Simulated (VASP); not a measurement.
# Mo3N4 (Pm-3m) in VASP: a series of runs

Runs on Mo3N4. Level: PBE. Tasks: vibrations by perturbation theory.

Program: VASP 6.6.1. These are calculated values, not measurements. Logs are shortened: lines on timing, memory, paths and dates and some standing lists are left out, and cuts for length are marked.

**1. The cell of the first run**

The structure is cubic, space group Pm-3m (No. 221). Conventional cell: a = 4.178 Å, b = 4.178 Å, c = 4.178 Å, α = 90.00°, β = 90.00°, γ = 90.00°. Within 2.8 Å of Mo (site symmetry 4/mmm) lie 6 N at 2.09 Å. Within 2.8 Å of N (site symmetry m-3m) lie 6 Mo at 2.09 Å. N (site symmetry 4/mmm) has 4 Mo at 2.09 Å within 2.8 Å.

**2. Vibrations by perturbation theory, PBE**

The input, INCAR:

```
PREC     = Accurate       # precision mode
ENCUT    = 520            # plane-wave cutoff, eV
EDIFF    = 1E-8           # SCF threshold, eV
ISMEAR   = -1             # smearing method
SIGMA    = 0.15           # smearing width, eV
LREAL    = False          # projectors in reciprocal space
LASPH    = True           # aspherical terms in the spheres
NELM     = 60             # most SCF steps
ALGO     = Normal         # electronic algorithm
ISIF     = 2              # what is computed and relaxed
LWAVE    = False          # write WAVECAR
LCHARG   = False          # write CHGCAR
GGA      = PE             # functional
NBANDS   = 40             # bands
IBRION   = 8              # ionic algorithm
NSW      = 1              # ionic steps
```

The input, KPOINTS:

```
regular mesh
0
Gamma
  8 8 8
```

The input, POSCAR:

```
Mo3N4
1.0
    4.1781259893      0.0000000000      0.0000000000
    0.0000000000      4.1781259893      0.0000000000
    0.0000000000      0.0000000000      4.1781259893
Mo N
3 4
Direct
    0.5000000000      0.5000000000      0.0000000000
    0.0000000000      0.5000000000      0.5000000000
    0.5000000000      0.0000000000      0.5000000000
    0.5000000000      0.5000000000      0.5000000000
    0.5000000000      0.0000000000      0.0000000000
    0.0000000000      0.5000000000      0.0000000000
    0.0000000000      0.0000000000      0.5000000000
```

Potentials or basis: VASP PAW PBE potentials, release 64 (Mo_sv, N).

Run with:

```console
> cat potpaw_PBE.64/Mo_sv/POTCAR potpaw_PBE.64/N/POTCAR > POTCAR
> mpirun -np 1 vasp_std > vasp.out
```

OUTCAR:

```text
PREC = Accurate
   ENCUT = 520
   EDIFF = 1E-8
   ISMEAR = -1
   LREAL = False
   LASPH = True
   NELM = 60
   ISIF = 2
   GGA = PE
   IBRION = 8
   NSW = 1

 ion  position               nearest neighbor table
   1  0.500  0.500  0.000-   4 2.09   5 2.09   6 2.09   4 2.09   5 2.09   6 2.09   3 2.95   3 2.95
                             3 2.95   2 2.95   3 2.95   2 2.95   2 2.95   2 2.95
   2  0.000  0.500  0.500-   4 2.09   6 2.09   7 2.09   6 2.09   7 2.09   4 2.09   3 2.95   3 2.95
                             1 2.95   1 2.95   3 2.95   1 2.95   1 2.95   3 2.95
   3  0.500  0.000  0.500-   4 2.09   5 2.09   7 2.09   5 2.09   4 2.09   7 2.09   2 2.95   1 2.95
                             2 2.95   1 2.95   1 2.95   2 2.95   1 2.95   2 2.95
   4  0.500  0.500  0.500-   1 2.09   2 2.09   3 2.09   1 2.09   3 2.09   2 2.09
   5  0.500  0.000  0.000-   1 2.09   3 2.09   3 2.09   1 2.09
   6  0.000  0.500  0.000-   1 2.09   2 2.09   2 2.09   1 2.09
   7  0.000  0.000  0.500-   2 2.09   3 2.09   2 2.09   3 2.09

  LATTYP: Found a simple cubic cell.
 ALAT       =     4.1781259893

  Lattice vectors:

 A1 = (   4.1781259893,   0.0000000000,   0.0000000000)
 A2 = (   0.0000000000,   4.1781259893,   0.0000000000)
[... 1303 lines left out ...]
  2Y     0.000000    0.444932    0.000000    0.000000   -0.837702    0.000000    0.000000   -3.879027    0.000000    0.000000   -4.652878    0.000000    0.000000    0.712119    0.000000    0.000000    1.854748    0.000000    0.000000    6.357807    0.000000
  2Z     0.000000    0.000000   -3.879027    0.000000    0.000000   -0.837702    0.000000    0.000000    0.444932    0.000000    0.000000   -4.652878    0.000000    0.000000    0.712119    0.000000    0.000000    6.357807    0.000000    0.000000    1.854748
  3X     0.444932    0.000000    0.000000   -3.879027    0.000000    0.000000   -0.837702    0.000000    0.000000   -4.652878    0.000000    0.000000    1.854748    0.000000    0.000000    0.712119    0.000000    0.000000    6.357807    0.000000    0.000000
  3Y     0.000000   -3.878918    0.000000   -0.000000   -3.878918   -0.000000    0.000000    1.137360   -0.000000    0.000000   14.203454   -0.000000    0.000000   -3.906013    0.000000    0.000000    0.229048    0.000000    0.000000   -3.906013   -0.000000
  3Z     0.000000    0.000000   -3.879027    0.000000    0.000000    0.444932    0.000000    0.000000   -0.837702    0.000000    0.000000   -4.652878    0.000000    0.000000    6.357807    0.000000    0.000000    0.712119    0.000000    0.000000    1.854748
  4X    -4.653743   -0.000000    0.000000   14.205356   -0.000000    0.000000   -4.653743   -0.000000   -0.000000   -7.181741   -0.000000    0.000000    0.182260    0.000000    0.000000    1.050805   -0.000000   -0.000000    1.050805   -0.000000    0.000000
  4Y    -0.000000   -4.653743   -0.000000    0.000000   -4.653743   -0.000000    0.000000   14.205356   -0.000000   -0.000000   -7.181741    0.000000   -0.000000    1.050805   -0.000000   -0.000000    0.182260    0.000000   -0.000000    1.050805    0.000000
  4Z     0.000000    0.000000   14.205356   -0.000000   -0.000000   -4.653743   -0.000000   -0.000000   -4.653743    0.000000    0.000000   -7.181741    0.000000   -0.000000    1.050805   -0.000000    0.000000    1.050805   -0.000000   -0.000000    0.182260
  5X     1.853590    0.000000    0.000000    0.230384    0.000000   -0.000000    1.853590    0.000000    0.000000    0.183613   -0.000000    0.000000   -7.989891    0.000000   -0.000000    1.934358    0.000000    0.000000    1.934358   -0.000000   -0.000000
  5Y     0.000000    6.357687    0.000000    0.000000    0.712521    0.000000    0.000000   -3.908041    0.000000    0.000000    1.051492    0.000000    0.000000   -7.009563    0.000000    0.000000    1.934053    0.000000    0.000000    0.861851    0.000000
  5Z     0.000000    0.000000   -3.908041    0.000000    0.000000    0.712521    0.000000    0.000000    6.357687    0.000000    0.000000    1.051492    0.000000    0.000000   -7.009563    0.000000    0.000000    0.861851    0.000000    0.000000    1.934053
  6X     6.357687    0.000000    0.000000   -3.908041    0.000000    0.000000    0.712521    0.000000    0.000000    1.051492    0.000000    0.000000    1.934053    0.000000    0.000000   -7.009563    0.000000    0.000000    0.861851    0.000000    0.000000
  6Y     0.000000    1.853590   -0.000000    0.000000    1.853590   -0.000000    0.000000    0.230384   -0.000000    0.000000    0.183613   -0.000000    0.000000    1.934358   -0.000000    0.000000   -7.989891    0.000000    0.000000    1.934358   -0.000000
  6Z     0.000000    0.000000   -3.908041    0.000000    0.000000    6.357687    0.000000    0.000000    0.712521    0.000000    0.000000    1.051492    0.000000    0.000000    0.861851    0.000000    0.000000   -7.009563    0.000000    0.000000    1.934053
  7X     0.712521    0.000000    0.000000   -3.908041    0.000000    0.000000    6.357687    0.000000    0.000000    1.051492    0.000000    0.000000    1.934053    0.000000    0.000000    0.861851    0.000000    0.000000   -7.009563    0.000000    0.000000
  7Y     0.000000    0.712521    0.000000    0.000000    6.357687    0.000000    0.000000   -3.908041    0.000000    0.000000    1.051492    0.000000    0.000000    0.861851    0.000000    0.000000    1.934053    0.000000    0.000000   -7.009563    0.000000
  7Z    -0.000000    0.000000    0.230384    0.000000    0.000000    1.853590    0.000000    0.000000    1.853590   -0.000000   -0.000000    0.183613    0.000000   -0.000000    1.934358   -0.000000    0.000000    1.934358    0.000000    0.000000   -7.989891

 Eigenvectors and eigenvalues of the dynamical matrix
 ----------------------------------------------------

   1 f  =   14.527272 THz    91.277542 2PiTHz  484.577632 cm-1    60.079942 meV
             X         Y         Z           dx          dy          dz
      2.089063  2.089063  0.000000     0.122679    0.085232   -0.000000
      0.000000  2.089063  2.089063    -0.310617    0.085232    0.000000
      2.089063  0.000000  2.089063     0.122679   -0.215803    0.000000
      2.089063  2.089063  2.089063     0.554953    0.385556    0.000000
      2.089063  0.000000  0.000000     0.228520   -0.212824   -0.000000
      0.000000  2.089063  0.000000    -0.306329    0.158765   -0.000000
      0.000000  0.000000  2.089063    -0.306329   -0.212824    0.000000
[... 191 lines left out ...]
  21 f/i=    8.879489 THz    55.791477 2PiTHz  296.187881 cm-1    36.722600 meV
             X         Y         Z           dx          dy          dz
      2.089063  2.089063  0.000000     0.279870    0.223630    0.003004
      0.000000  2.089063  2.089063    -0.559976    0.223630   -0.001501
      2.089063  0.000000  2.089063     0.279870   -0.447448   -0.001501
      2.089063  2.089063  2.089063    -0.320614   -0.256186    0.001720
      2.089063  0.000000  0.000000     0.063006    0.103138   -0.000692
      0.000000  2.089063  0.000000     0.129076    0.050345   -0.000692
      0.000000  0.000000  2.089063     0.129076    0.103138   -0.000338

--------------------------------------------------------------------------------------------------------

 ELASTIC MODULI CONTR FROM IONIC RELAXATION (kBar)
 Direction    XX          YY          ZZ          XY          YZ          ZX
 --------------------------------------------------------------------------------
 XX           0.0000      0.0000      0.0000      0.0000      0.0000      0.0000
 YY           0.0000      0.0000      0.0000      0.0000      0.0000      0.0000
 ZZ           0.0000      0.0000      0.0000      0.0000      0.0000      0.0000
 XY           0.0000      0.0000      0.0000      0.0000      0.0000      0.0000
 YZ           0.0000      0.0000      0.0000      0.0000      0.0000      0.0000
 ZX           0.0000      0.0000      0.0000      0.0000      0.0000      0.0000
 --------------------------------------------------------------------------------
```

OSZICAR:

```text
N       E                     dE             d eps       ncg     rms          rms(c)
DAV:   1     0.652092287812E+03    0.65209E+03   -0.38271E+04  2904   0.162E+03
DAV:   2    -0.479677405978E+02   -0.70006E+03   -0.67287E+03  3216   0.484E+02
DAV:   3    -0.808420002224E+02   -0.32874E+02   -0.32059E+02  3456   0.103E+02
DAV:   4    -0.814220465798E+02   -0.58005E+00   -0.57749E+00  3288   0.134E+01
[... 101 lines left out ...]
RMM:   9    -0.243373258311E+00    0.14015E-06   -0.54347E-07 16653   0.602E-04    0.452E-04
RMM:  10    -0.243373391464E+00   -0.13315E-06   -0.83742E-09 15984   0.292E-04    0.317E-04
RMM:  11    -0.243373653496E+00   -0.26203E-06    0.27933E-08 15764   0.217E-04    0.864E-05
RMM:  12    -0.243373665962E+00   -0.12466E-07    0.20355E-09 18366   0.751E-05    0.414E-05
RMM:  13    -0.243373668522E+00   -0.25601E-08    0.16210E-08 16501   0.347E-05    0.788E-06
 Linear response finished
```

Run time: 38 min. Hardware: 1 thread of Oxide Virtual Turin-like, shared host; peak memory 0.73 GiB.

What came out:

| Quantity | Value |
| --- | --- |
| Highest phonon frequency at Γ | 485 cm⁻¹ |
| Most unstable mode | 296i cm⁻¹ |

Phonon frequencies in cm⁻¹ (negative: imaginary):
| q point | frequencies |
| --- | --- |
| (0.000, 0.000, 0.000) | -296 -296 -296 -86 -86 -86 0 0 0 293 293 293 405 405 405 423 423 423 485 485 485 |

Caveat: the cell stands under pressure or tension, which shifts response properties; some modes are imaginary.

**3. Vibrations by perturbation theory, PBE**

This run uses another cell than the first one, of 10.55 Å³/atom.

The input, INCAR:

```
PREC     = Accurate       # precision mode
ENCUT    = 520            # plane-wave cutoff, eV
EDIFF    = 1E-8           # SCF threshold, eV
ISMEAR   = -1             # smearing method
SIGMA    = 0.15           # smearing width, eV
LREAL    = F              # projectors in reciprocal space
LASPH    = T              # aspherical terms in the spheres
NELM     = 100            # most SCF steps
ALGO     = Normal         # electronic algorithm
ISIF     = 2              # what is computed and relaxed
LWAVE    = F              # write WAVECAR
LCHARG   = F              # write CHGCAR
GGA      = PE             # functional
NBANDS   = 40             # bands
IBRION   = 8              # ionic algorithm
NSW      = 1              # ionic steps
```

The input, KPOINTS:

```
Automatic mesh
0
Gamma
  8 8 8
```

Changes to POSCAR since step 2:

```diff
@@ -2,5 +2,5 @@
 1.0
-    4.1781259893      0.0000000000      0.0000000000
-    0.0000000000      4.1781259893      0.0000000000
-    0.0000000000      0.0000000000      4.1781259893
+    4.1949260622      0.0000000000      0.0000000000
+    0.0000000000      4.1949260622      0.0000000000
+    0.0000000000      0.0000000000      4.1949260622
 Mo N
```

Potentials or basis: VASP PAW PBE potentials, release 64 (Mo_sv, N).

Run with:

```console
> cat potpaw_PBE.64/Mo_sv/POTCAR potpaw_PBE.64/N/POTCAR > POTCAR
> mpirun -np 1 vasp_std > vasp.out
```

OUTCAR:

```text
PREC = Accurate
   ENCUT = 520
   EDIFF = 1E-8
   ISMEAR = -1
   LREAL = F
   LASPH = T
   NELM = 100
   ISIF = 2
   GGA = PE
   IBRION = 8
   NSW = 1

 ion  position               nearest neighbor table
   1  0.500  0.500  0.000-   4 2.10   5 2.10   6 2.10   4 2.10   5 2.10   6 2.10   3 2.97   3 2.97
                             3 2.97   2 2.97   3 2.97   2 2.97   2 2.97   2 2.97
   2  0.000  0.500  0.500-   4 2.10   6 2.10   7 2.10   6 2.10   7 2.10   4 2.10   3 2.97   3 2.97
                             1 2.97   1 2.97   3 2.97   1 2.97   1 2.97   3 2.97
   3  0.500  0.000  0.500-   4 2.10   5 2.10   7 2.10   5 2.10   4 2.10   7 2.10   2 2.97   1 2.97
                             2 2.97   1 2.97   1 2.97   2 2.97   1 2.97   2 2.97
   4  0.500  0.500  0.500-   1 2.10   2 2.10   3 2.10   1 2.10   3 2.10   2 2.10
   5  0.500  0.000  0.000-   1 2.10   3 2.10   3 2.10   1 2.10
   6  0.000  0.500  0.000-   1 2.10   2 2.10   2 2.10   1 2.10
[... 1326 lines left out ...]
  7X     0.678435    0.000000    0.000000   -3.724874    0.000000    0.000000    5.511142    0.000000    0.000000    1.067661    0.000000    0.000000    1.901138    0.000000    0.000000    0.857031    0.000000    0.000000   -6.290532    0.000000    0.000000
  7Y     0.000000    0.678435    0.000000    0.000000    5.511142    0.000000    0.000000   -3.724874    0.000000    0.000000    1.067661    0.000000    0.000000    0.857031    0.000000    0.000000    1.901138    0.000000    0.000000   -6.290532    0.000000
  7Z     0.000000    0.000000    0.220457    0.000000    0.000000    1.908219    0.000000    0.000000    1.908219   -0.000000   -0.000000    0.183861   -0.000000   -0.000000    1.901299   -0.000000   -0.000000    1.901299    0.000000    0.000000   -8.023353

 Eigenvectors and eigenvalues of the dynamical matrix
 ----------------------------------------------------

   1 f  =   14.038142 THz    88.204247 2PiTHz  468.262012 cm-1    58.057064 meV
             X         Y         Z           dx          dy          dz
      2.097463  2.097463  0.000000     0.079827   -0.110235   -0.000000
      0.000000  2.097463  2.097463    -0.215149   -0.110235   -0.000000
      2.097463  0.000000  2.097463     0.079827    0.297105    0.000000
      2.097463  2.097463  2.097463     0.381300   -0.526546    0.000000
      2.097463  0.000000  0.000000     0.205376    0.304744   -0.000000
      0.000000  2.097463  0.000000    -0.220681   -0.283608    0.000000
      0.000000  0.000000  2.097463    -0.220681    0.304744   -0.000000
[... 191 lines left out ...]
  21 f/i=    8.731734 THz    54.863100 2PiTHz  291.259279 cm-1    36.111532 meV
             X         Y         Z           dx          dy          dz
      2.097463  2.097463  0.000000     0.294146    0.206861   -0.000000
      0.000000  2.097463  2.097463    -0.586064    0.206861    0.000000
      2.097463  0.000000  2.097463     0.294146   -0.412156   -0.000000
      2.097463  2.097463  2.097463    -0.336479   -0.236633   -0.000000
      2.097463  0.000000  0.000000     0.066241    0.092986   -0.000000
      0.000000  2.097463  0.000000     0.132221    0.046585    0.000000
      0.000000  0.000000  2.097463     0.132221    0.092986    0.000000

--------------------------------------------------------------------------------------------------------

 ELASTIC MODULI CONTR FROM IONIC RELAXATION (kBar)
 Direction    XX          YY          ZZ          XY          YZ          ZX
 --------------------------------------------------------------------------------
 XX           0.0000      0.0000      0.0000      0.0000      0.0000      0.0000
 YY           0.0000      0.0000      0.0000      0.0000      0.0000      0.0000
 ZZ           0.0000      0.0000      0.0000      0.0000      0.0000      0.0000
 XY           0.0000      0.0000      0.0000      0.0000      0.0000      0.0000
 YZ           0.0000      0.0000      0.0000      0.0000      0.0000      0.0000
 ZX           0.0000      0.0000      0.0000      0.0000      0.0000      0.0000
 --------------------------------------------------------------------------------
```

OSZICAR:

```text
N       E                     dE             d eps       ncg     rms          rms(c)
DAV:   1     0.657851763724E+03    0.65785E+03   -0.38171E+04  2848   0.162E+03
DAV:   2    -0.465627646274E+02   -0.70441E+03   -0.67710E+03  3176   0.487E+02
DAV:   3    -0.809391666194E+02   -0.34376E+02   -0.33549E+02  3528   0.105E+02
DAV:   4    -0.814869380447E+02   -0.54777E+00   -0.54470E+00  3272   0.131E+01
[... 103 lines left out ...]
RMM:   9    -0.242949059971E+00    0.29824E-06   -0.69197E-07 16882   0.627E-04    0.426E-04
RMM:  10    -0.242949282771E+00   -0.22280E-06   -0.72887E-08 16371   0.305E-04    0.283E-04
RMM:  11    -0.242949465474E+00   -0.18270E-06   -0.41708E-08 15573   0.207E-04    0.947E-05
RMM:  12    -0.242949488202E+00   -0.22728E-07   -0.59858E-08 18392   0.928E-05    0.444E-05
RMM:  13    -0.242949483445E+00    0.47571E-08    0.57823E-09 16693   0.482E-05    0.813E-06
 Linear response finished
```

Wall time 55 min (1 thread of Oxide Virtual Turin-like, shared host); peak memory 0.74 GiB.

Results:

```yaml
Highest_phonon_frequency_at_Γ: 468 cm⁻¹
Most_unstable_mode: 291i cm⁻¹
```

Phonon frequencies in cm⁻¹ (negative: imaginary):
| q point | frequencies |
| --- | --- |
| (0.000, 0.000, 0.000) | -291 -291 -291 -84 -84 -84 0 0 0 272 272 272 384 384 384 418 418 418 468 468 468 |

Caveat: the cell stands under pressure or tension, which shifts response properties; some modes are imaginary.
